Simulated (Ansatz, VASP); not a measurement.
# One calculation of ZrB3, two programs

```
Zr B
1.0
     3.57958    0.00000    0.00000
    -1.78979    3.10000    0.00000
     0.00000    0.00000    7.16646
Zr B
2 6
Direct
  0.00000 0.00000 0.00000
  0.00000 0.00000 0.50000
  0.50000 0.50000 0.25000
  0.00000 0.50000 0.75000
  0.50000 0.00000 0.25000
  0.50000 0.50000 0.75000
  0.00000 0.50000 0.25000
  0.50000 0.00000 0.75000
```

Alike in both runs: functional PBE; k mesh 6 × 6 × 4; occupations gaussian, width 0.1 eV; no spin polarisation.

Ansatz relaxed the structure, and its values are those at the end. VASP's run is a single point on that final structure, the one shown.

```csv
,VASP,Ansatz
version,VASP 6.6.1,Ansatz 0.2.0
potentials or method,"VASP PAW PBE potentials, release 64 (Zr_sv, B), cutoff 500 eV","scalar-relativistic, plane waves, PAW"
valence electrons in the cell,42,42
```

Ansatz gave:

| Property | Result |
| --- | --- |
| gap on the k mesh at the Fermi level (eV) | none |
| pressure (GPa) | 0.0 |

Q: What did VASP give for the same quantities?

A: gap on the k mesh at the Fermi level (eV): none; pressure (GPa): 0.1.

A gap of «none» marks a metal or a gap that the smearing closes.
